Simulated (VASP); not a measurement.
SrNiF6:

```
Sr Ni F
1.0
     3.53700    2.04209    2.21867
    -3.53700    2.04209    2.21867
     0.00000   -4.08418    2.21867
Sr Ni F
1 1 6
Direct
  0.50000 0.50000 0.50000
  0.00000 0.00000 0.00000
  0.27600 0.91600 0.27600
  0.27600 0.27600 0.91600
  0.91600 0.27600 0.27600
  0.72400 0.08400 0.72400
  0.08400 0.72400 0.72400
  0.72400 0.72400 0.08400
```

Base run:

- Program: VASP 6.6.1
- Functional: LDA
- Potentials or basis: VASP PAW LDA potentials, release 64 (Sr_sv, Ni, F)
- Cutoff: 520 eV
- k mesh: 4 × 4 × 4
- Occupations: gaussian, width 0.05 eV
- Spin: collinear spin, zero start
- Starting moments: [0.0, 0.0, 0.0, 0.0, 0.0, 0.0, 0.0, 0.0] μB
- Hubbard terms: Ni d U = 2.0 eV, J = 0.7 eV

Its results: band gap on the k mesh 1.22 eV (least direct gap 1.23 eV); pressure -8.0 GPa; net moment 0.00 μB per cell; largest force 0.855 eV/Å.

Q: The run is repeated on the same cell with these changes: potentials or basis from VASP PAW LDA potentials, release 64 (Sr_sv, Ni, F) to VASP PAW LDA potentials, release 64 (Sr_sv, Ni_sv_GW, F); cutoff from 520 eV to 600 eV; further incar settings from ALGO = Normal; EDIFF = 1e-07; NBANDS = 45 to ALGO = Normal; EDIFF = 1e-06; NBANDS = 49; valence electrons from 62 to 70. What comes out?

A: Band gap on the k mesh 1.30 eV (least direct gap 1.31 eV); pressure -8.1 GPa; net moment 0.00 μB per cell; largest force 0.789 eV/Å.

Caveats: the cell stands under tension.

A k mesh can miss the band edges.
